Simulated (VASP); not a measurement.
# V (Pm-3m) in VASP: notebook

The runs below take V through single point, relaxation of cell and atoms, with PBEsol.

Program: VASP 6.6.1. These are calculated values, not measurements. Logs are shortened: lines on timing, memory, paths and dates and some standing lists are left out, and cuts for length are marked.

### Step 1. The cell of the first run

The structure is cubic, space group Pm-3m (No. 221). Conventional cell: a = 2.404 Å, b = 2.404 Å, c = 2.404 Å, α = 90.00°, β = 90.00°, γ = 90.00°. Within 3.2 Å of V (site symmetry m-3m) lie 6 V at 2.40 Å.

This isn't the form of V at room conditions, which is bcc.

### Step 2. Single point, PBEsol

The input, INCAR:

```
PREC = Accurate
ENCUT = 520
EDIFF = 1E-7
ISMEAR = 0
SIGMA = 0.1
LREAL = False
LASPH = True
NELM = 60
ALGO = Normal
ISIF = 2
LWAVE = False
LCHARG = False
GGA = PS
NBANDS = 12
```

The input, KPOINTS:

```
regular mesh
0
Gamma
  8 8 8
```

The input, POSCAR:

```
V
1.0
    2.4041139246      0.0000000000      0.0000000000
    0.0000000000      2.4041139246      0.0000000000
    0.0000000000      0.0000000000      2.4041139246
V
1
Direct
    0.0000000000      0.0000000000      0.0000000000
```

Potentials or basis: VASP PAW PBE potentials, release 64 (V_sv).

Run with:

```bash
cat potpaw_PBE.64/V_sv/POTCAR > POTCAR
mpirun -np 1 vasp_std > vasp.out
```

OUTCAR:

```text
PREC = Accurate
   ENCUT = 520
   EDIFF = 1E-7
   ISMEAR = 0
   LREAL = False
   LASPH = True
   NELM = 60
   ISIF = 2
   GGA = PS

 ion  position               nearest neighbor table
   1  0.000  0.000  0.000-

  LATTYP: Found a simple cubic cell.
 ALAT       =     2.4041139246

  Lattice vectors:

 A1 = (   2.4041139246,   0.0000000000,   0.0000000000)
 A2 = (   0.0000000000,   2.4041139246,   0.0000000000)
 A3 = (   0.0000000000,   0.0000000000,   2.4041139246)

Analysis of symmetry for initial positions (statically):
=====================================================================
 Subroutine PRICEL returns:
 Original cell was already a primitive cell.

 Routine SETGRP: Setting up the symmetry group for a
 simple cubic supercell.

 Subroutine GETGRP returns: Found 48 space group operations
 (whereof 48 operations were pure point group operations)
 out of a pool of 48 trial point group operations.

The static configuration has the point symmetry O_h .

Analysis of symmetry for dynamics (positions and initial velocities):
=====================================================================
 Subroutine PRICEL returns:
 Original cell was already a primitive cell.

 Routine SETGRP: Setting up the symmetry group for a
 simple cubic supercell.

 Subroutine GETGRP returns: Found 48 space group operations
 (whereof 48 operations were pure point group operations)
 out of a pool of 48 trial point group operations.

The dynamic configuration has the point symmetry O_h .

 Subroutine INISYM returns: Found 48 space group operations
 (whereof 48 operations are pure point group operations),
 and found     1 'primitive' translations

----------------------------------------------------------------------------------------

                                     Primitive cell

  volume of cell :      13.8952

  direct lattice vectors                    reciprocal lattice vectors
     2.404113925  0.000000000  0.000000000     0.415953666  0.000000000  0.000000000
     0.000000000  2.404113925  0.000000000     0.000000000  0.415953666  0.000000000
     0.000000000  0.000000000  2.404113925     0.000000000  0.000000000  0.415953666

  length of vectors
     2.404113925  2.404113925  2.404113925     0.415953666  0.415953666  0.415953666

  position of ions in fractional coordinates (direct lattice)
     0.000000000  0.000000000  0.000000000

  ion indices of the primitive-cell ions
[... 80 lines left out ...]
   ISIF   =      2    stress and relaxation
   ISYM   =      2    0-nonsym 1-usesym 2-fastsym
   POTIM  = 0.5000    time-step for ionic-motion
   TEBEG  =    0.0;   TEEND  =   0.0 temperature during run
   PSTRESS=    0.0 pullay stress
   NELECT =      13.0000    total number of electrons
   NUPDOWN=      -1.0000    fix difference up-down
   EMIN   =  10.00;   EMAX   =-10.00  energy-range for DOS
   EFERMI =   0.00;   METHOD = LEGACY
   ISMEAR =     0;   SIGMA  =   0.10  broadening in eV -4-tet -1-fermi 0-gaus
   EFERMI_NEDOS =   21; number of points for ismear=-14 and -15
   IALGO  =     38    algorithm
   IMIX   =      4    mixing-type and parameters
     AMIX     =   0.40;   BMIX     =  1.00
     AMIX_MAG =   1.60;   BMIX_MAG =  1.00
  volume/ion in A,a.u.               =      13.90        93.77
  Fermi-wavevector in a.u.,A,eV,Ry     =   1.601158  3.025750 34.881358  2.563708
  Thomas-Fermi vector in A             =   2.698181
   LORBIT       =      0    0 simple, 1 ext, 2 COOP (PROOUT), +10 PAW based schemes
   GGA     = PS    functional components
   LHFCALC =     F    Hartree Fock is set to
   AEXX    =    0.0000 exact exchange contribution
   IVDW    =     0    specifies the selected vdW correction
   LEPSILON=     F    determine dielectric tensor
   LRPA    =     F    only Hartree local field effects (RPA)
 non-spin polarized calculation
 Gauss-broadening in eV      SIGMA  =   0.10
  energy-cutoff  :      520.00
  volume of cell :       13.90
 maximum number of plane-waves:       384
 NGX is ok and might be reduce to    18
   NGX =  9   NGY =  9   NGZ =  9

 number of electron      12.9999992 magnetization

 Free energy of the ion-electron system (eV)
  ---------------------------------------------------
  ext. energy  EPLUGINS =         0.00000000
  ---------------------------------------------------
  free energy    TOTEN  =        -8.79464294 eV

  energy without entropy =       -8.78722970  energy(sigma->0) =       -8.79093632

 E-fermi :   9.4160     XC(G=0): -12.7754

 val. band max:        9.3293534971   @ k =   0.5000   0.5000   0.1250
 cond. band min:       9.4269726125   @ k =   0.2500   0.2500   0.2500
 fundamental gap:      0.0976191155
 Fermi energy:         9.4160295062

 k-point     1 :       0.0000    0.0000    0.0000
  band No.  band energies     occupation
      1     -54.2576      2.00000
      2     -27.5042      2.00000
      3     -27.5042      2.00000
      4     -27.5042      2.00000
      5       2.8584      2.00000
      6       7.0556      2.00000
      7       7.0556      2.00000
      8      13.0955      0.00000
      9      13.0955      0.00000
     10      13.0955      0.00000
     11      28.2511      0.00000
     12      28.2511      0.00000
[... 331 lines left out ...]
 k-point    24 :       0.5000    0.3750    0.1250
  band No.  band energies     occupation
      1     -53.8608      2.00000
      2     -28.5573      2.00000
      3     -28.3667      2.00000
      4     -27.4700      2.00000
      5       6.0299      2.00000
      6       9.0998      1.99999
      7      10.2605      0.00000
      8      10.6278      0.00000
      9      13.0797      0.00000
     10      16.2859      0.00000
     11      17.5382      0.00000
     12      23.6060      0.00000

 [... further k-points ...]

------------------------ aborting loop because EDIFF is reached ----------------------------------------

  FORCE on cell =-STRESS in cart. coord.  units (eV):
  Direction    XX          YY          ZZ          XY          YZ          ZX
  --------------------------------------------------------------------------------------
  -------------------------------------------------------------------------------------
  Total        0.0388520      0.0388520      0.0388520     -0.0000000      0.0000000     -0.0000000
  in kB        4.4797979      4.4797979      4.4797979     -0.0000000      0.0000000     -0.0000000
  external PRESSURE =       4.4797979 kB  Pullay stress =       0.0000000 kB

 VOLUME and BASIS-vectors are now :
 -----------------------------------------------------------------------------
  energy-cutoff  :      520.00
  volume of cell :       13.90
      direct lattice vectors                 reciprocal lattice vectors
     2.404113925  0.000000000  0.000000000     0.415953666  0.000000000  0.000000000
     0.000000000  2.404113925  0.000000000     0.000000000  0.415953666  0.000000000
     0.000000000  0.000000000  2.404113925     0.000000000  0.000000000  0.415953666

 POSITION                                       TOTAL-FORCE (eV/Angst)
 -----------------------------------------------------------------------------------
      0.00000      0.00000      0.00000         0.000000      0.000000      0.000000
 -----------------------------------------------------------------------------------
    total drift:                                0.000000      0.000000      0.000000

  FREE ENERGIE OF THE ION-ELECTRON SYSTEM (eV)
  ---------------------------------------------------
  free  energy   TOTEN  =        -8.7946429406 eV

  energy  without entropy=       -8.7872297041  energy(sigma->0) =       -8.79093632
```

stdout:

```text
POSCAR found type information on POSCAR V
 POSCAR found :  1 types and       1 ions
 scaLAPACK will be used
 -----------------------------------------------------------------------------
|                                                                             |
|                                                                             |
|     You enforced a specific xc type in the INCAR file but a different       |
|     I HOPE YOU KNOW WHAT YOU ARE DOING!                                     |
|                                                                             |
 -----------------------------------------------------------------------------

 LDA part: xc-table for (Slater+PW92), standard interpolation
 POSCAR, INCAR and KPOINTS ok, starting setup
 FFT: planning ... GRIDC
 FFT: planning ... GRID_SOFT
 FFT: planning ... GRID
 WAVECAR not read
 entering main loop
```

Run time: 3.2 s. Hardware: 1 thread of Intel Xeon Platinum 8488C (Sapphire Rapids), shared host; peak memory 0.11 GiB.

Results:

```
Free energy            : -8.7946 eV
Pressure               : 0.4 GPa
Band gap on the k mesh : zero (an odd number of electrons rules out a gap without spin polarisation)
```

Levels at points of the mesh, in eV from the Fermi level:
| k point | band 3 | band 4 | band 5 | band 6 | band 7 | band 8 | band 9 | band 10 | band 11 | band 12 |
| --- | --- | --- | --- | --- | --- | --- | --- | --- | --- | --- |
| (0.00, 0.00, 0.00) | -36.92 | -36.92 | -6.56 | -2.36 | -2.36 | 3.68 | 3.68 | 3.68 | 18.84 | 18.84 |
| (0.50, 0.00, 0.00) | -36.81 | -36.81 | -2.34 | -1.53 | -0.17 | 1.51 | 1.51 | 3.88 | 8.26 | 19.62 |
| (0.50, 0.50, 0.00) | -37.97 | -36.70 | -3.94 | -0.78 | 1.99 | 1.99 | 5.07 | 6.42 | 6.42 | 13.13 |
| (0.50, 0.50, 0.50) | -37.80 | -37.80 | -2.21 | -2.21 | -2.21 | 5.19 | 5.19 | 10.42 | 14.11 | 14.11 |

Caveat: the PAW data sets were made with another functional, which shifts forces and pressure a little.

### Step 3. Relaxation of cell and atoms, PBEsol

This run uses another cell than the first one, of 14.52 Å³/atom.

The input, INCAR:

```
SYSTEM = V
ALGO     = Normal         ! electronic algorithm
EDIFF    = 1E-6           ! SCF threshold, eV
EDIFFG   = -0.04          ! ionic threshold
ENCUT    = 600            ! plane-wave cutoff, eV
GGA      = PS             ! functional
IBRION   = 2              ! ionic algorithm
ISIF     = 3              ! what is computed and relaxed
ISMEAR   = 0              ! smearing method
LASPH    = .TRUE.         ! aspherical terms in the spheres
LCHARG   = .FALSE.        ! write CHGCAR
LREAL    = .FALSE.        ! projectors in reciprocal space
LWAVE    = .FALSE.        ! write WAVECAR
NELM     = 100            ! most SCF steps
NSW      = 90             ! ionic steps
PREC     = Accurate       ! precision mode
SIGMA    = 0.1            ! smearing width, eV
```

The input, KPOINTS:

```
k-points
0
G
  8 8 8
  0 0 0
```

The input, POSCAR:

```
V
1.0
    2.4398711703      0.0000000000      0.0000000000
    0.0000000000      2.4398711703      0.0000000000
    0.0000000000      0.0000000000      2.4398711703
V
1
Direct
    0.0000000000      0.0000000000      0.0000000000
```

Potentials or basis: VASP PAW PBE potentials, release 64 (V_sv).

Run with:

```bash
cat potpaw_PBE.64/V_sv/POTCAR > POTCAR
mpirun -np 1 vasp_std > vasp.out
```

OUTCAR:

```text
SYSTEM = V
   EDIFF = 1E-6
   EDIFFG = -0.04
   ENCUT = 600
   GGA = PS
   IBRION = 2
   ISIF = 3
   ISMEAR = 0
   LASPH = .TRUE.
   LREAL = .FALSE.
   NELM = 100
   NSW = 90
   PREC = Accurate

 ion  position               nearest neighbor table
   1  0.000  0.000  0.000-

  LATTYP: Found a simple cubic cell.
 ALAT       =     2.4398711703

  Lattice vectors:

 A1 = (   2.4398711703,   0.0000000000,   0.0000000000)
 A2 = (   0.0000000000,   2.4398711703,   0.0000000000)
 A3 = (   0.0000000000,   0.0000000000,   2.4398711703)

Analysis of symmetry for initial positions (statically):
=====================================================================
 Subroutine PRICEL returns:
 Original cell was already a primitive cell.

 Routine SETGRP: Setting up the symmetry group for a
 simple cubic supercell.

 Subroutine GETGRP returns: Found 48 space group operations
 (whereof 48 operations were pure point group operations)
 out of a pool of 48 trial point group operations.

The static configuration has the point symmetry O_h .

Analysis of symmetry for dynamics (positions and initial velocities):
[... 168 lines left out ...]
  in kB      -60.2021154    -60.2021154    -60.2021154     -0.0000000      0.0000000      0.0000000
  external PRESSURE =     -60.2021154 kB  Pullay stress =       0.0000000 kB
[... 57 lines left out ...]
--------------------------------------- Ionic step        3  -------------------------------------------

 number of electron      12.9999997 magnetization

 Free energy of the ion-electron system (eV)
  ---------------------------------------------------
  ext. energy  EPLUGINS =         0.00000000
  ---------------------------------------------------
  free energy    TOTEN  =        -8.79519021 eV

  energy without entropy =       -8.78777967  energy(sigma->0) =       -8.79148494

 E-fermi :   9.3802     XC(G=0): -12.7601

 val. band max:        9.2927959606   @ k =   0.5000   0.5000   0.1250
 cond. band min:       9.3920089909   @ k =   0.2500   0.2500   0.2500
 fundamental gap:      0.0992130303
 Fermi energy:         9.3802047488

 k-point     1 :       0.0000    0.0000    0.0000
  band No.  band energies     occupation
      1     -54.2932      2.00000
      2     -27.5459      2.00000
      3     -27.5459      2.00000
      4     -27.5459      2.00000
      5       2.8303      2.00000
      6       7.0298      2.00000
      7       7.0298      2.00000
      8      13.0479      0.00000
      9      13.0479      0.00000
     10      13.0479      0.00000
[... 287 lines left out ...]
 k-point    24 :       0.5000    0.3750    0.1250
  band No.  band energies     occupation
      1     -53.9004      2.00000
      2     -28.5908      2.00000
      3     -28.4018      2.00000
      4     -27.5121      2.00000
      5       6.0090      2.00000
      6       9.0640      1.99999
      7      10.2242      0.00000
      8      10.5896      0.00000
      9      13.0307      0.00000
     10      16.2293      0.00000

 [... further k-points ...]

------------------------ aborting loop because EDIFF is reached ----------------------------------------

  FORCE on cell =-STRESS in cart. coord.  units (eV):
  Direction    XX          YY          ZZ          XY          YZ          ZX
  --------------------------------------------------------------------------------------
  -------------------------------------------------------------------------------------
  Total       -0.0037966     -0.0037966     -0.0037966      0.0000000      0.0000000     -0.0000000
  in kB       -0.4365326     -0.4365326     -0.4365326      0.0000000      0.0000000     -0.0000000
  external PRESSURE =      -0.4365326 kB  Pullay stress =       0.0000000 kB
[... 16 lines left out ...]
  FREE ENERGIE OF THE ION-ELECTRON SYSTEM (eV)
  ---------------------------------------------------
  free  energy   TOTEN  =        -8.7951902073 eV

  energy  without entropy=       -8.7877796742  energy(sigma->0) =       -8.79148494

 reached required accuracy - stopping structural energy minimisation
```

OSZICAR:

```text
N       E                     dE             d eps       ncg     rms          rms(c)
DAV:   1     0.990295457057E+02    0.99030E+02   -0.78996E+03   700   0.157E+03
DAV:   2    -0.768273184787E+01   -0.10671E+03   -0.10378E+03   724   0.390E+02
DAV:   3    -0.980731946661E+01   -0.21246E+01   -0.19363E+01   794   0.608E+01
[... 21 lines left out ...]
DAV:   3    -0.879688798962E+01    0.38593E-02   -0.69115E-03   704   0.118E+00    0.649E-01
DAV:   4    -0.879517568782E+01    0.17123E-02   -0.45772E-03   706   0.800E-01    0.499E-02
DAV:   5    -0.879518832857E+01   -0.12641E-04   -0.10393E-04   708   0.145E-01    0.140E-02
DAV:   6    -0.879519021294E+01   -0.18844E-05   -0.82373E-06   710   0.446E-02    0.853E-04
DAV:   7    -0.879519020729E+01    0.56423E-08   -0.42105E-08   350   0.328E-03
   3 F= -.87951902E+01 E0= -.87914849E+01  d E =-.114831E-01
```

Run time: 7.3 s. Hardware: 1 thread of Intel Xeon Platinum 8488C (Sapphire Rapids), shared host; peak memory 0.13 GiB.

Results:

| Item | Value |
| --- | --- |
| Free energy | -8.7952 eV |
| Relaxed volume | 13.93 Å³/atom |
| Relaxed cell | a = 2.406 Å, b = 2.406 Å, c = 2.406 Å, α = 90.00°, β = 90.00°, γ = 90.00° |
| Space group after relaxing (to 0.1 Å) | Pm-3m (No. 221) |
| Energy gained by relaxing | 11.5 meV/atom |
| Ionic steps | 3 |
| Pressure after relaxing | 0.0 GPa |
| Band gap on the k mesh | zero (an odd number of electrons rules out a gap without spin polarisation) |

The path:
```tsv
step	energy change (eV)	largest force (eV/Å)	pressure (GPa)	volume (Å³)
1	0.0000	0.0000	-6.02	14.52
2	-0.0013	0.0000	6.46	13.41
3	-0.0115	0.0000	-0.04	13.93
```

Final structure:
```
V
1.0
     2.40638    0.00000    0.00000
     0.00000    2.40638    0.00000
     0.00000    0.00000    2.40638
V
1
Cartesian
  0.0000 0.0000 0.0000
```

Levels at points of the mesh, in eV from the Fermi level:
```
           k point  band 3  band 4  band 5  band 6  band 7  band 8  band 9  band 10
(0.00, 0.00, 0.00)  -36.93  -36.93   -6.55   -2.35   -2.35    3.67    3.67     3.67
(0.50, 0.00, 0.00)  -36.81  -36.81   -2.34   -1.53   -0.17    1.51    1.51     3.86
(0.50, 0.50, 0.00)  -37.97  -36.71   -3.92   -0.77    1.99    1.99    5.05     6.40
(0.50, 0.50, 0.50)  -37.80  -37.80   -2.20   -2.20   -2.20    5.17    5.17    10.42
```

Caveat: the PAW data sets were made with another functional, which shifts forces and pressure a little.

### Step 4. Single point, PBEsol, collinear spin, ferromagnetic start

This run uses another cell than the first one, of 14.52 Å³/atom.

The input, INCAR:

```
SYSTEM = V
PREC = Accurate
ENCUT = 520
EDIFF = 1E-7
ISMEAR = 0
SIGMA = 0.1
LREAL = .False.
LASPH = .True.
NELM = 150
ALGO = Normal
ISIF = 2
LWAVE = .False.
LCHARG = .False.
ISPIN = 2
MAGMOM = 2
LORBIT = 11
LMAXMIX = 4
GGA = PS
NBANDS = 16
```

The input, KPOINTS:

```
regular mesh
0
Gamma
  8 8 8
  0 0 0
```

POSCAR is that of step 3.

Run with:

```bash
cat potpaw_PBE.64/V_sv/POTCAR > POTCAR
mpirun -np 1 vasp_std > vasp.out
```

It took 9.4 s on 1 thread of Intel Xeon Platinum 8488C (Sapphire Rapids), shared host; peak memory 0.12 GiB.

It converged, with:

* Free energy: -8.7837 eV
* Pressure: -5.9 GPa
* Net moment: 0.00 μB per cell
* Valence electrons inside the program's atomic spheres: V 11.75

Levels at points of the mesh, in eV from the Fermi level:
Spin up:
```csv
k point,band 3,band 4,band 5,band 6,band 7,band 8,band 9,band 10,band 11,band 12
"(0.00, 0.00, 0.00)",-37.01,-37.01,-6.44,-2.21,-2.21,3.50,3.50,3.50,18.30,18.30
"(0.50, 0.00, 0.00)",-36.91,-36.91,-2.31,-1.43,-0.21,1.47,1.47,3.68,7.83,19.31
"(0.50, 0.50, 0.00)",-37.94,-36.82,-3.68,-0.75,1.91,1.91,4.81,6.13,6.13,12.72
"(0.50, 0.50, 0.50)",-37.79,-37.79,-2.04,-2.04,-2.04,4.92,4.92,10.37,13.46,13.46
```
Spin down:
| k point | band 5 | band 6 | band 7 | band 8 | band 9 | band 10 |
| --- | --- | --- | --- | --- | --- | --- |
| (0.00, 0.00, 0.00) | -6.44 | -2.21 | -2.21 | 3.50 | 3.50 | 3.50 |
| (0.50, 0.00, 0.00) | -2.31 | -1.43 | -0.21 | 1.47 | 1.47 | 3.68 |
| (0.50, 0.50, 0.00) | -3.68 | -0.75 | 1.92 | 1.92 | 4.81 | 6.13 |
| (0.50, 0.50, 0.50) | -2.04 | -2.04 | -2.04 | 4.92 | 4.92 | 10.37 |

Caveat: the cell stands under tension; the moments typed at the start vanished in this run; the PAW data sets were made with another functional, which shifts forces and pressure a little.

[end of part 1 of 2]

The gap in the log of VASP goes by the Fermi energy; the results here count the filled bands.